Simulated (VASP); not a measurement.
# Sb: electric field gradients with PBEsol

Sb:

```
Sb
1.0
     3.35773    0.00000    0.00000
    -1.67887    2.90788    0.00000
     0.00000    0.00000    5.31217
Sb
2
Direct
  0.33333 0.66667 0.25000
  0.66667 0.33333 0.75000
```

This isn't the form of Sb at room conditions, which is rhombohedral.

```json
{
 "Program": "VASP 6.6.1",
 "Task": "electric field gradients",
 "Functional": "PBEsol",
 "Potentials or basis": "VASP PAW PBE potentials, release 64 (Sb)",
 "Cutoff": "520 eV",
 "k mesh": "12 × 12 × 7",
 "Occupations": "fermi-dirac, width 0.05 eV",
 "Spin": "no spin polarisation",
 "Dipole correction": "no",
 "Further INCAR settings": "ALGO = Normal; EDIFF = 1e-08; NBANDS = 12"
}
```

- Pressure: 0.5 GPa
- Band gap on the k mesh: zero (bands 5 and 6 overlap by 7.07 eV)
- Largest electric field gradient by atom: Sb +20.4 V/Å²

Stress tensor (GPa, compression positive):
```
 0.96  0.00  0.00
 0.00  0.96  0.00
 0.00  0.00 -0.29
```

Levels at points of the mesh, in eV from the Fermi level:
```csv
k point,band 3,band 4,band 5,band 6,band 7,band 8
"(0.00, 0.00, 0.00)",-6.04,3.35,3.35,5.17,5.17,6.13
"(0.50, 0.00, 0.00)",-4.28,-2.94,-2.45,-0.24,0.10,3.82
```

Electric field gradients, principal values (V/Å²):
```tsv
atom	least	middle	greatest (by size)
1 Sb	-10.192	-10.192	20.384
2 Sb	-10.192	-10.192	20.384
```

Run time: 67 s on 1 thread of Intel Xeon 8259CL (shared host), peak memory 0.2 GiB.

Caveat: without QUAD_EFG the Cq values of the log hold for a quadrupole moment of 1 mb, not for the nuclei; the PAW data sets were made with another functional, which shifts forces and pressure a little; spin-orbit coupling is left out, which moves the levels of the heavy elements.
